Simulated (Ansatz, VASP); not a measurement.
SiBF: VASP beside Ansatz

```
CELL_PARAMETERS angstrom
2.25647 0.00000 0.00000
0.00000 3.98397 0.00000
0.00000 0.00000 4.11047
ATOMIC_POSITIONS crystal
Si 0.00000 0.50000 0.00000
B 0.00000 0.00000 0.50000
F 0.00000 0.00000 0.00000
```

Alike in both runs: task relaxation of cell and atoms; functional PBE; k mesh 8 × 4 × 4; occupations gaussian, width 0.1 eV; no spin polarisation.

|  | VASP | Ansatz |
| --- | --- | --- |
| version | VASP 6.6.1 | Ansatz 0.2.0 |
| potentials or method | VASP PAW PBE potentials, release 64 (Si, B, F), cutoff 600 eV | scalar-relativistic, plane waves, PAW |
| valence electrons in the cell | 14 | 14 |

|  | VASP | Ansatz | Ansatz less VASP |
| --- | --- | --- | --- |
| gap on the k mesh at the Fermi level, each at its own relaxed structure (eV) | none | none | - |
| relaxed volume (Å³/atom) | 12.51 | 14.21 | +1.708 |
| relaxed cell length with the largest relative difference (Å) | 4.278 | 5.254 | +0.9761 |

A gap of «none» marks a metal or a gap that the smearing closes. One of these differences is far larger than is usual between the two programs; its cause wasn't traced.

The k mesh is coarse, so the values compare programs but aren't converged.
